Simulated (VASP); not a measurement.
# GaGe3 (Pmm2) in VASP: a series of runs

GaGe3 is run at these levels: PBEsol; tasks: single point.

Everything below comes from runs of VASP 6.6.1. Logs are shortened: lines on timing, memory, paths and dates and some standing lists are left out, and cuts for length are marked.

## (1) The cell of the first run

The structure is orthorhombic, space group Pmm2 (No. 25). The conventional cell has a = 4.278 Å, b = 4.278 Å, c = 4.278 Å, α = 90.00°, β = 90.00°, γ = 90.00°. Within 3.9 Å of Ga (site symmetry mm2) lie 12 Ge at 3.00 to 3.06 Å. Within 3.9 Å of Ge (site symmetry mm2) lie 4 Ga at 3.00 to 3.06 Å and 8 Ge at 3.00 to 3.06 Å. Within 4.0 Å of Ge (site symmetry mm2) lie 4 Ga at 3.03 Å and 8 Ge at 3.03 Å. Ge (site symmetry mm2) has 8 Ge at 3.00 to 3.06 Å and 4 Ga at 3.03 Å within 3.9 Å.

## (2) Single point, PBEsol

Contents of INCAR:

```
SYSTEM = GaGe3
PREC = Accurate
ENCUT = 520
EDIFF = 1E-7
ISMEAR = 1
SIGMA = 0.1
LREAL = .False.
LASPH = .True.
NELM = 60
ALGO = Normal
ISIF = 2
LWAVE = .False.
LCHARG = .False.
GGA = PS
NBANDS = 36
```

Contents of KPOINTS:

```
regular mesh
0
Gamma
  5 5 5
  0 0 0
```

Contents of POSCAR:

```
GaGe3
1.0
    4.2784700000      0.0000000000      0.0000000000
    0.0000000000      4.2784700000      0.0000000000
    0.0000000000      0.0000000000      4.2784700000
Ga Ge
1 3
Direct
    0.0000000000      0.0000000000      0.0000000000
    0.0000000000      0.5000000000      0.5100000000
    0.5000000000      0.0000000000      0.5000000000
    0.5000000000      0.5000000000      0.0000000000
```

Potentials or basis: VASP PAW PBE potentials, release 64 (Ga_d, Ge_d).

Command:

```bash
$ cat potpaw_PBE.64/Ga_d/POTCAR potpaw_PBE.64/Ge_d/POTCAR > POTCAR
$ mpirun -np 1 vasp_std > vasp.out
```

OUTCAR:

```text
SYSTEM = GaGe3
   PREC = Accurate
   ENCUT = 520
   EDIFF = 1E-7
   ISMEAR = 1
   LREAL = .False.
   LASPH = .True.
   NELM = 60
   ISIF = 2
   GGA = PS

 ion  position               nearest neighbor table
   1  0.000  0.000  0.000-
   2  0.000  0.500  0.510-
   3  0.500  0.000  0.500-
   4  0.500  0.500  0.000-

  LATTYP: Found a simple cubic cell.
 ALAT       =     4.2784700000

  Lattice vectors:

 A1 = (   4.2784700000,   0.0000000000,   0.0000000000)
 A2 = (   0.0000000000,   4.2784700000,   0.0000000000)
 A3 = (   0.0000000000,   0.0000000000,   4.2784700000)

Analysis of symmetry for initial positions (statically):
=====================================================================
 Subroutine PRICEL returns:
 Original cell was already a primitive cell.

 Routine SETGRP: Setting up the symmetry group for a
 simple cubic supercell.

 Subroutine GETGRP returns: Found  4 space group operations
 (whereof  4 operations were pure point group operations)
 out of a pool of 48 trial point group operations.

The static configuration has the point symmetry C_2v.

Analysis of symmetry for dynamics (positions and initial velocities):
=====================================================================
 Subroutine PRICEL returns:
 Original cell was already a primitive cell.

 Routine SETGRP: Setting up the symmetry group for a
 simple cubic supercell.

 Subroutine GETGRP returns: Found  4 space group operations
 (whereof  4 operations were pure point group operations)
 out of a pool of 48 trial point group operations.

The dynamic configuration has the point symmetry C_2v.

 Subroutine INISYM returns: Found  4 space group operations
 (whereof  4 operations are pure point group operations),
 and found     1 'primitive' translations

----------------------------------------------------------------------------------------

                                     Primitive cell

  volume of cell :      78.3187

  direct lattice vectors                    reciprocal lattice vectors
     4.278470000  0.000000000  0.000000000     0.233728412  0.000000000  0.000000000
[... 84 lines left out ...]
   ISPIN  =      1    spin polarized calculation?
   LNONCOLLINEAR =      F non collinear calculations
   LSORBIT =      F    spin-orbit coupling
   LASPH  =      T    aspherical Exc in radial PAW
   ENCUT  =  520.0 eV  38.22 Ry    6.18 a.u.   7.96  7.96  7.96*2*pi/ulx,y,z
   NELM   =     60;   NELMIN=  2; NELMDL= -5     # of ELM steps
   EDIFF  = 0.1E-06   stopping-criterion for ELM
   LREAL  =      F    real-space projection
   EDIFFG = 0.1E-05   stopping-criterion for IOM
   NSW    =      0    number of steps for IOM
   IBRION =     -1    ionic relax: 0-MD 1-quasi-New 2-CG
   NFREE  =      0    steps in history (QN), initial steepest desc. (CG)
   ISIF   =      2    stress and relaxation
   ISYM   =      2    0-nonsym 1-usesym 2-fastsym
   POTIM  = 0.5000    time-step for ionic-motion
   TEBEG  =    0.0;   TEEND  =   0.0 temperature during run
   PSTRESS=    0.0 pullay stress
   NELECT =      55.0000    total number of electrons
   NUPDOWN=      -1.0000    fix difference up-down
   EMIN   =  10.00;   EMAX   =-10.00  energy-range for DOS
   EFERMI =   0.00;   METHOD = LEGACY
   ISMEAR =     1;   SIGMA  =   0.10  broadening in eV -4-tet -1-fermi 0-gaus
   EFERMI_NEDOS =   21; number of points for ismear=-14 and -15
   IALGO  =     38    algorithm
   IMIX   =      4    mixing-type and parameters
     AMIX     =   0.40;   BMIX     =  1.00
     AMIX_MAG =   1.60;   BMIX_MAG =  1.00
  volume/ion in A,a.u.               =      19.58       132.13
  Fermi-wavevector in a.u.,A,eV,Ry     =   1.455148  2.749831 28.809743  2.117456
  Thomas-Fermi vector in A             =   2.572216
   LORBIT       =      0    0 simple, 1 ext, 2 COOP (PROOUT), +10 PAW based schemes
   GGA     = PS    functional components
   LHFCALC =     F    Hartree Fock is set to
   AEXX    =    0.0000 exact exchange contribution
   IVDW    =     0    specifies the selected vdW correction
   LEPSILON=     F    determine dielectric tensor
   LRPA    =     F    only Hartree local field effects (RPA)
 non-spin polarized calculation
 Methfessel and Paxton  Order N= 1 SIGMA  =   0.10
  energy-cutoff  :      520.00
  volume of cell :       78.32
 maximum number of plane-waves:      2139
   NGX = 15   NGY = 15   NGZ = 15

 number of electron      54.9999936 magnetization

 Free energy of the ion-electron system (eV)
  ---------------------------------------------------
  ext. energy  EPLUGINS =         0.00000000
  ---------------------------------------------------
  free energy    TOTEN  =       -17.26460426 eV

  energy without entropy =      -17.26959155  energy(sigma->0) =      -17.26626669

 E-fermi :   5.7324     XC(G=0): -11.1798

 val. band max:        5.6496116292   @ k =   0.4000   0.2000   0.0000
 cond. band min:       5.8625905146   @ k =   0.4000   0.4000   0.0000
 fundamental gap:      0.2129788854
 Fermi energy:         5.7323771452

 k-point     1 :       0.0000    0.0000    0.0000
  band No.  band energies     occupation
      1     -18.7486      2.00000
      2     -18.7480      2.00000
      3     -18.7480      2.00000
      4     -18.7373      2.00000
      5     -18.7076      2.00000
      6     -18.7067      2.00000
[... 925 lines left out ...]
     35      12.3004      0.00000
     36      14.1705      0.00000

 [... further k-points ...]

------------------------ aborting loop because EDIFF is reached ----------------------------------------

  FORCE on cell =-STRESS in cart. coord.  units (eV):
  Direction    XX          YY          ZZ          XY          YZ          ZX
  --------------------------------------------------------------------------------------
  -------------------------------------------------------------------------------------
  Total       -1.9624976     -1.9554120     -1.9642717      0.0000000      0.0000000      0.0000000
  in kB      -40.1471064    -40.0021540    -40.1833988      0.0000000      0.0000000      0.0000000
  external PRESSURE =     -40.1108864 kB  Pullay stress =       0.0000000 kB

 VOLUME and BASIS-vectors are now :
 -----------------------------------------------------------------------------
  energy-cutoff  :      520.00
  volume of cell :       78.32
      direct lattice vectors                 reciprocal lattice vectors
     4.278470000  0.000000000  0.000000000     0.233728412  0.000000000  0.000000000
     0.000000000  4.278470000  0.000000000     0.000000000  0.233728412  0.000000000
     0.000000000  0.000000000  4.278470000     0.000000000  0.000000000  0.233728412

 POSITION                                       TOTAL-FORCE (eV/Angst)
 -----------------------------------------------------------------------------------
      0.00000      0.00000      0.00000         0.000000      0.000000      0.068566
      0.00000      2.13924      2.18202         0.000000      0.000000     -0.040729
      2.13924      0.00000      2.13924         0.000000      0.000000     -0.061656
      2.13924      2.13924      0.00000         0.000000      0.000000      0.033819
 -----------------------------------------------------------------------------------
    total drift:                                0.000000     -0.000000     -0.001397

  FREE ENERGIE OF THE ION-ELECTRON SYSTEM (eV)
  ---------------------------------------------------
  free  energy   TOTEN  =       -17.2646042612 eV

  energy  without entropy=      -17.2695915454  energy(sigma->0) =      -17.26626669
```

OSZICAR:

```text
N       E                     dE             d eps       ncg     rms          rms(c)
DAV:   1     0.438047954442E+03    0.43805E+03   -0.27102E+04  2352   0.402E+03
DAV:   2     0.656702605041E+02   -0.37238E+03   -0.36315E+03  1952   0.774E+02
DAV:   3    -0.130684306589E+02   -0.78739E+02   -0.77762E+02  2128   0.205E+02
DAV:   4    -0.172616487416E+02   -0.41932E+01   -0.41743E+01  2224   0.532E+01
DAV:   5    -0.173527191380E+02   -0.91070E-01   -0.91045E-01  2284   0.893E+00    0.205E+00
DAV:   6    -0.172857048640E+02    0.67014E-01   -0.12772E-01  2396   0.427E+00    0.106E+00
DAV:   7    -0.172658647926E+02    0.19840E-01   -0.40349E-02  2528   0.204E+00    0.190E-01
DAV:   8    -0.172645813527E+02    0.12834E-02   -0.41694E-03  2308   0.108E+00    0.561E-02
DAV:   9    -0.172645846789E+02   -0.33262E-05   -0.75728E-04  2400   0.878E-01    0.275E-02
DAV:  10    -0.172646013737E+02   -0.16695E-04   -0.17761E-04  2136   0.354E-01    0.156E-02
DAV:  11    -0.172646030670E+02   -0.16933E-05   -0.51657E-05  3064   0.110E-01    0.261E-03
DAV:  12    -0.172646042985E+02   -0.12315E-05   -0.13765E-05  2420   0.697E-02    0.169E-03
DAV:  13    -0.172646043205E+02   -0.21995E-07   -0.13066E-06  1836   0.385E-02    0.933E-04
DAV:  14    -0.172646042612E+02    0.59312E-07   -0.22691E-07  1484   0.355E-02
   1 F= -.17264604E+02 E0= -.17266267E+02  d E =0.498728E-02
```

Wall time 36 s (1 thread of Intel Xeon Platinum 8488C (Sapphire Rapids), shared host); peak memory 0.21 GiB.

Results:

| Item | Value |
| --- | --- |
| Free energy | -17.2646 eV |
| Pressure | -4.0 GPa |
| Largest force | 0.069 eV/Å |

Forces in eV/Å, atoms in the order of the input:
```
Ga   0.000  0.000  0.069
Ge   0.000  0.000 -0.041
Ge   0.000  0.000 -0.062
Ge   0.000  0.000  0.034
```

Levels at points of the mesh, in eV from the Fermi level:
| k point | band 24 | band 25 | band 26 | band 27 | band 28 | band 29 | band 30 | band 31 | band 32 | band 33 |
| --- | --- | --- | --- | --- | --- | --- | --- | --- | --- | --- |
| (0.00, 0.00, 0.00) | -3.53 | -3.53 | -3.52 | -3.05 | 2.84 | 2.84 | 2.84 | 3.79 | 3.79 | 3.79 |

Caveat: the PAW data sets were made with another functional, which shifts forces and pressure a little.

## (3) Single point, PBEsol

Contents of INCAR:

```
SYSTEM = GaGe3
ALGO     = Normal         ! electronic algorithm
EDIFF    = 1E-6           ! SCF threshold, eV
ENCUT    = 520            ! plane-wave cutoff, eV
GGA      = PS             ! functional
ISIF     = 2              ! what is computed and relaxed
ISMEAR   = 1              ! smearing method
LASPH    = .True.         ! aspherical terms in the spheres
LCHARG   = .False.        ! write CHGCAR
LREAL    = .False.        ! projectors in reciprocal space
LWAVE    = .False.        ! write WAVECAR
NBANDS   = 36             ! bands
NELM     = 60             ! most SCF steps
PREC     = Accurate       ! precision mode
SIGMA    = 0.1            ! smearing width, eV
```

Contents of KPOINTS:

```
k-points
0
Gamma
  5 5 5
  0 0 0
```

Edit POSCAR of step 2 so:

```diff
@@ -9,3 +9,3 @@
     0.0000000000      0.0000000000      0.0000000000
-    0.0000000000      0.5000000000      0.5100000000
+    0.0000000000      0.5000000000      0.5200000000
     0.5000000000      0.0000000000      0.5000000000
```

Potentials or basis: VASP PAW PBE potentials, release 64 (Ga_d, Ge_d).

Command:

```bash
$ cat potpaw_PBE.64/Ga_d/POTCAR potpaw_PBE.64/Ge_d/POTCAR > POTCAR
$ mpirun -np 1 vasp_std > vasp.out
```

It took 33 s on 1 thread of Intel Xeon Platinum 8488C (Sapphire Rapids), shared host; peak memory 0.21 GiB.

It converged, with:

```
Free energy   : -17.2620 eV
Pressure      : -4.0 GPa
Largest force : 0.136 eV/Å
```

Forces in eV/Å, atoms in the order of the input:
```
Ga   0.000  0.000  0.136
Ge   0.000  0.000 -0.081
Ge   0.000  0.000 -0.123
Ge   0.000  0.000  0.068
```

Levels at points of the mesh, in eV from the Fermi level:
```tsv
k point	band 26	band 27	band 28	band 29	band 30	band 31
(0.00, 0.00, 0.00)	-3.50	-3.06	2.83	2.84	2.84	3.77
```

Caveat: the PAW data sets were made with another functional, which shifts forces and pressure a little.
